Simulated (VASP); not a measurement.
# BiAsSe: single point with PBE

Crystal: BiAsSe.

```xyz
3
Lattice="4.1660 0.0000 0.0000 0.0000 4.1660 0.0000 0.0000 0.0000 5.9124" Properties=species:S:1:pos:R:3 pbc="T T T"
Bi    0.0000    0.0000    2.9562
As    0.0000    0.0000    0.0000
Se    2.0830    2.0830    2.9562
```

The cell was built from a structure type or drawn by symmetry, and may not be a known phase.

| Property | Result |
| --- | --- |
| Program | VASP 6.6.1 |
| Task | single point |
| Functional | PBE |
| Potentials or basis | VASP PAW PBE potentials, release 64 (Bi_d, As, Se) |
| Cutoff | 520 eV |
| k mesh | 4 × 4 × 4 |
| Occupations | gaussian, width 0.1 eV |
| Spin | no spin polarisation |
| Dipole correction | no |
| Further INCAR settings | ALGO = Normal; EDIFF = 1e-06; NBANDS = 20 |

| Property | Result |
| --- | --- |
| Pressure | -2.5 GPa |
| Band gap on the k mesh | zero (bands 13 and 14 overlap by 1.53 eV) |

Stress tensor (GPa, compression positive):
```
-1.18  0.00  0.00
 0.00 -1.18  0.00
 0.00  0.00 -5.00
```

Levels at points of the mesh, in eV from the Fermi level:
```csv
k point,band 9,band 10,band 11,band 12,band 13,band 14,band 15,band 16,band 17,band 18
"(0.00, 0.00, 0.00)",-4.41,-3.24,-3.24,-0.41,0.73,0.73,4.09,4.55,4.55,4.91
"(0.50, 0.00, 0.00)",-3.59,-1.66,-1.53,-1.49,-0.79,-0.29,0.63,1.84,5.41,7.02
"(0.50, 0.50, 0.00)",-5.20,-5.20,-3.23,-1.12,-0.56,-0.56,4.61,4.61,5.39,5.80
"(0.00, 0.00, 0.50)",-3.17,-3.17,-2.22,-0.08,0.58,0.58,1.76,4.17,4.17,4.34
"(0.50, 0.00, 0.50)",-2.41,-1.52,-1.08,-0.18,0.12,0.37,0.48,0.50,0.83,6.37
"(0.50, 0.50, 0.50)",-5.11,-5.11,-1.27,-1.00,-1.00,0.43,1.06,5.27,5.27,6.89
```

Wall time 33 s on 1 thread of Intel(R) Xeon(R) Platinum 8375C CPU @ 2.90GHz (Ice Lake), with other jobs on the host, peak memory 0.23 GiB.

Caveat: the k points lie up to 0.38 Å⁻¹ apart, too coarse for converged energies and pressures of a metal; spin-orbit coupling is left out, which moves the levels of the heavy elements.
